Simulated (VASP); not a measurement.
# CdS (Hawleyite) (F-43m) in VASP: notebook, part 2 of 2

VASP 6.6.1.

## (3) Single point, PBE+D3(BJ), non-collinear spin, zero start, spin-orbit coupling

This run uses another cell than the first one, of 25.80 Å³/atom, 1.040 times its volume.

File INCAR:

```
SYSTEM = CdS
ALGO = Normal ; EDIFF = 1E-6
ENCUT = 520 ; GGA = PE
GGA_COMPAT = .FALSE. ; ISIF = 2
ISMEAR = -1 ; IVDW = 12
LASPH = .TRUE. ; LCHARG = .FALSE.
LORBIT = 11 ; LORBMOM = .TRUE.
LREAL = .FALSE. ; LSORBIT = .TRUE.
LWAVE = .FALSE. ; MAGMOM = 0 0 0 0 0 0
NBANDS = 30 ; NELM = 150
PREC = Accurate ; SIGMA = 0.1
```

File KPOINTS:

```
k-points
0
G
  8 8 8
  0 0 0
```

File POSCAR:

```
CdS
1.0
    0.0000000000      2.9548794012      2.9548794012
    2.9548794012      0.0000000000      2.9548794012
    2.9548794012      2.9548794012      0.0000000000
Cd S
1 1
Direct
    0.0000000000      0.0000000000      0.0000000000
    0.7500000000      0.7500000000      0.7500000000
```

Potentials or basis: VASP PAW PBE potentials, release 64 (Cd, S).

On the command line:

```sh
cat potpaw_PBE.64/Cd/POTCAR potpaw_PBE.64/S/POTCAR > POTCAR
mpirun -np 1 vasp_ncl > vasp.out
```

OUTCAR:

```text
SYSTEM = CdS
   EDIFF = 1E-6
   ENCUT = 520
   GGA = PE
   ISIF = 2
   ISMEAR = -1
   IVDW = 12
   LASPH = .TRUE.
   LORBIT = 11
   LREAL = .FALSE.
   LSORBIT = .TRUE.
   NELM = 150
   PREC = Accurate
 IVDW          = 12

 ion  position               nearest neighbor table
   1  0.000  0.000  0.000-   2 2.56   2 2.56   2 2.56   2 2.56
   2  0.750  0.750  0.750-   1 2.56   1 2.56   1 2.56   1 2.56

  LATTYP: Found a face centered cubic cell.
 ALAT       =     5.9097588024

  Lattice vectors:

 A1 = (   0.0000000000,   2.9548794012,   2.9548794012)
 A2 = (   2.9548794012,   0.0000000000,   2.9548794012)
 A3 = (   2.9548794012,   2.9548794012,   0.0000000000)

Analysis of symmetry for initial positions (statically):
=====================================================================
 Subroutine PRICEL returns:
 Original cell was already a primitive cell.

 Routine SETGRP: Setting up the symmetry group for a
 face centered cubic supercell.

 Subroutine GETGRP returns: Found 24 space group operations
 (whereof 24 operations were pure point group operations)
 out of a pool of 48 trial point group operations.

The static configuration has the point symmetry T_d .

Analysis of symmetry for dynamics (positions and initial velocities):
=====================================================================
 Subroutine PRICEL returns:
 Original cell was already a primitive cell.

 Routine SETGRP: Setting up the symmetry group for a
 face centered cubic supercell.

 Subroutine GETGRP returns: Found 24 space group operations
 (whereof 24 operations were pure point group operations)
 out of a pool of 48 trial point group operations.

The dynamic configuration has the point symmetry T_d .

Analysis of structural, dynamic, and magnetic symmetry:
=====================================================================
 Subroutine PRICEL returns:
 Original cell was already a primitive cell.

 Routine SETGRP: Setting up the symmetry group for a
 face centered cubic supercell.

 Subroutine GETGRP returns: Found 24 space group operations
 (whereof 24 operations were pure point group operations)
 out of a pool of 48 trial point group operations.

The overall configuration has the point symmetry T_d .

 Subroutine INISYM returns: Found 24 space group operations
 (whereof 24 operations are pure point group operations),
 and found     1 'primitive' translations

----------------------------------------------------------------------------------------

                                     Primitive cell

  volume of cell :      51.5999

  direct lattice vectors                    reciprocal lattice vectors
     0.000000000  2.954879401  2.954879401    -0.169211644  0.169211644  0.169211644
     2.954879401  0.000000000  2.954879401     0.169211644 -0.169211644  0.169211644
     2.954879401  2.954879401  0.000000000     0.169211644  0.169211644 -0.169211644

  length of vectors
     4.178830524  4.178830524  4.178830524     0.293083164  0.293083164  0.293083164

  position of ions in fractional coordinates (direct lattice)
     0.000000000  0.000000000  0.000000000
     0.750000000  0.750000000  0.750000000

  ion indices of the primitive-cell ions
   primitive index   ion index
                 1           1
                 2           2

----------------------------------------------------------------------------------------

 KPOINTS: k-points

[... 930 lines left out ...]
  Total      -0.43159    -0.43159    -0.43159    -0.00000    -0.00000    -0.00000
  in kB     -13.40098   -13.40098   -13.40098    -0.00000    -0.00000    -0.00000
  external pressure =      -13.40 kB  Pullay stress =        0.00 kB

 VOLUME and BASIS-vectors are now :
 -----------------------------------------------------------------------------
  energy-cutoff  :      520.00
  volume of cell :       51.60
      direct lattice vectors                 reciprocal lattice vectors
     0.000000000  2.954879401  2.954879401    -0.169211644  0.169211644  0.169211644
     2.954879401  0.000000000  2.954879401     0.169211644 -0.169211644  0.169211644
     2.954879401  2.954879401  0.000000000     0.169211644  0.169211644 -0.169211644

 POSITION                                       TOTAL-FORCE (eV/Angst)
 -----------------------------------------------------------------------------------
      0.00000      0.00000      0.00000        -0.000000     -0.000000     -0.000000
      4.43232      4.43232      4.43232         0.000000      0.000000      0.000000
 -----------------------------------------------------------------------------------
    total drift:                                0.000000      0.000000      0.000000

  FREE ENERGIE OF THE ION-ELECTRON SYSTEM (eV)
  ---------------------------------------------------
  free  energy   TOTEN  =        -6.7613183431 eV

  energy  without entropy=       -6.7612246120  energy(sigma->0) =       -6.76127148

 orbital moment (x)

 # of ion     p       d       tot
 ----------------------------------------
  1         0.000  -0.000  -0.000
  2        -0.000   0.000  -0.000
 ----------------------------------------
           -0.000  -0.000  -0.000

 orbital moment (y)

 # of ion     p       d       tot
 ----------------------------------------
  1        -0.000  -0.000  -0.000
  2         0.000   0.000   0.000
 ----------------------------------------
           -0.000  -0.000  -0.000

 orbital moment (z)

 # of ion     p       d       tot
 ----------------------------------------
  1         0.000   0.000   0.000
  2         0.000   0.000   0.000
 ----------------------------------------
            0.000   0.000   0.000

 Spin-Orbit-Coupling matrix elements

 Ion:    1  E_soc:     -0.0559838
 l=   1
     0.0000000    -0.0023537    -0.0023537
    -0.0023537     0.0000000    -0.0023537
    -0.0023537    -0.0023537     0.0000000
 l=   2
     0.0000000    -0.0014212     0.0000000    -0.0014212    -0.0055558
    -0.0014212     0.0000000    -0.0041668    -0.0014212    -0.0013889
     0.0000000    -0.0041668     0.0000000    -0.0041668     0.0000000
    -0.0014212    -0.0014212    -0.0041668     0.0000000    -0.0013889
    -0.0055558    -0.0013889     0.0000000    -0.0013889     0.0000000
 l=   3
     0.0000000     0.0000000     0.0000000     0.0000000     0.0000000     0.0000000     0.0000000
     0.0000000     0.0000000     0.0000000     0.0000000     0.0000000     0.0000000     0.0000000
     0.0000000     0.0000000     0.0000000     0.0000000     0.0000000     0.0000000     0.0000000
     0.0000000     0.0000000     0.0000000     0.0000000     0.0000000     0.0000000     0.0000000
     0.0000000     0.0000000     0.0000000     0.0000000     0.0000000     0.0000000     0.0000000
     0.0000000     0.0000000     0.0000000     0.0000000     0.0000000     0.0000000     0.0000000
     0.0000000     0.0000000     0.0000000     0.0000000     0.0000000     0.0000000     0.0000000

 Ion:    2  E_soc:     -0.0021378
 l=   1
     0.0000000    -0.0003563    -0.0003563
    -0.0003563     0.0000000    -0.0003563
    -0.0003563    -0.0003563     0.0000000
 l=   2
     0.0000000     0.0000000     0.0000000     0.0000000     0.0000000
     0.0000000     0.0000000     0.0000000     0.0000000     0.0000000
     0.0000000     0.0000000     0.0000000     0.0000000     0.0000000
     0.0000000     0.0000000     0.0000000     0.0000000     0.0000000
     0.0000000     0.0000000     0.0000000     0.0000000     0.0000000
 l=   3
     0.0000000     0.0000000     0.0000000     0.0000000     0.0000000     0.0000000     0.0000000
     0.0000000     0.0000000     0.0000000     0.0000000     0.0000000     0.0000000     0.0000000
     0.0000000     0.0000000     0.0000000     0.0000000     0.0000000     0.0000000     0.0000000
     0.0000000     0.0000000     0.0000000     0.0000000     0.0000000     0.0000000     0.0000000
     0.0000000     0.0000000     0.0000000     0.0000000     0.0000000     0.0000000     0.0000000
     0.0000000     0.0000000     0.0000000     0.0000000     0.0000000     0.0000000     0.0000000
     0.0000000     0.0000000     0.0000000     0.0000000     0.0000000     0.0000000     0.0000000

 total charge

# of ion       s       p       d       tot
------------------------------------------
    1        0.419   0.305   9.564  10.288
    2        1.325   2.386   0.000   3.710
--------------------------------------------------
tot          1.744   2.691   9.564  13.999

 magnetization (x)

# of ion       s       p       d       tot
------------------------------------------
    1        0.000  -0.000  -0.000  -0.000
    2        0.000   0.000   0.000   0.000
--------------------------------------------------
tot          0.000  -0.000  -0.000  -0.000

 magnetization (y)

# of ion       s       p       d       tot
------------------------------------------
    1        0.000  -0.000   0.000  -0.000
    2        0.000   0.000   0.000   0.000
--------------------------------------------------
tot          0.000   0.000   0.000   0.000

 magnetization (z)

# of ion       s       p       d       tot
------------------------------------------
    1        0.000  -0.000  -0.000  -0.000
    2        0.000  -0.000   0.000  -0.000
--------------------------------------------------
tot          0.000  -0.000  -0.000  -0.000
```

OSZICAR:

```text
N       E                     dE             d eps       ncg     rms          rms(c)
DAV:   1     0.124909253010E+03    0.12491E+03   -0.87276E+03  2628   0.110E+03
DAV:   2     0.116894756757E+00   -0.12479E+03   -0.11893E+03  2848   0.287E+02
DAV:   3    -0.665819285575E+01   -0.67751E+01   -0.67247E+01  3064   0.675E+01
DAV:   4    -0.672403142176E+01   -0.65839E-01   -0.65810E-01  2956   0.644E+00
DAV:   5    -0.672502340544E+01   -0.99198E-03   -0.99196E-03  3114   0.776E-01    0.759E+00
DAV:   6    -0.618705155572E+01    0.53797E+00   -0.75104E-01  3440   0.122E+01    0.608E+00
DAV:   7    -0.617488583217E+01    0.12166E-01   -0.26489E-01  2970   0.367E+00    0.311E+00
DAV:   8    -0.617513190725E+01   -0.24608E-03   -0.24947E-02  2932   0.204E+00    0.408E-01
DAV:   9    -0.617434348789E+01    0.78842E-03   -0.31851E-03  2940   0.914E-01    0.224E-01
DAV:  10    -0.617450979126E+01   -0.16630E-03   -0.56717E-04  2910   0.174E-01    0.767E-02
DAV:  11    -0.617464347432E+01   -0.13368E-03   -0.23918E-04  3032   0.189E-01    0.490E-02
DAV:  12    -0.617464369297E+01   -0.21864E-06   -0.80853E-05  2832   0.102E-01    0.112E-02
DAV:  13    -0.617464430327E+01   -0.61031E-06   -0.68568E-06  2972   0.190E-02
   1 F= -.67613183E+01 E0= -.67612715E+01  d E =-.937311E-04  mag=     0.0000     0.0000     0.0000
```

Wall time 3.7 min (1 thread of Intel Xeon 8259CL, shared host); peak memory 0.37 GiB.

What came out:

| Quantity | Value |
| --- | --- |
| Free energy | -6.7613 eV |
| Pressure | -1.3 GPa |
| Net moment | 0.00 μB per cell |
| Valence electrons inside the program's atomic spheres | Cd 10.29; S 3.71 |
| Dispersion energy per atom | -0.293 eV |

Moments on the atoms (μB; x, y, z):
```
Cd  0.00 0.00 0.00
S   0.00 0.00 0.00
```
